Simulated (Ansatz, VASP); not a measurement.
Ir in VASP and in Ansatz

```
CELL_PARAMETERS angstrom
0.00000 1.90609 1.90609
1.90609 0.00000 1.90609
1.90609 1.90609 0.00000
ATOMIC_POSITIONS crystal
Ir 0.00000 0.00000 0.00000
```

Alike in both runs: functional LDA; k mesh 14 × 14 × 14; occupations fermi-dirac, width 0.1 eV; no spin polarisation.

Ansatz relaxed the structure, and its values are those at the end. VASP's run is a single point on that final structure, the one shown.

|  | VASP | Ansatz |
| --- | --- | --- |
| version | VASP 6.6.1 | Ansatz 0.2.0 |
| potentials or method | VASP PAW LDA potentials, release 64 (Ir), cutoff 520 eV | plane waves (420 eV) with PAW, scalar-relativistic |
| valence electrons in the cell | 9 | 17 |

VASP gave:

| Quantity | Value |
| --- | --- |
| pressure (GPa) | 2.6 |

Which values does Ansatz return?

Pressure (GPa): 0.0.

Ansatz warns that its potentials were made for another functional, while VASP's fit it. LDA's correlation is that of Perdew and Zunger in VASP and of Perdew and Wang (1992) in Ansatz. VASP's potentials hold 9 valence electrons a cell and Ansatz's 17, so a difference there can come from the potentials and not from the codes.

Neither program's run includes spin-orbit coupling.
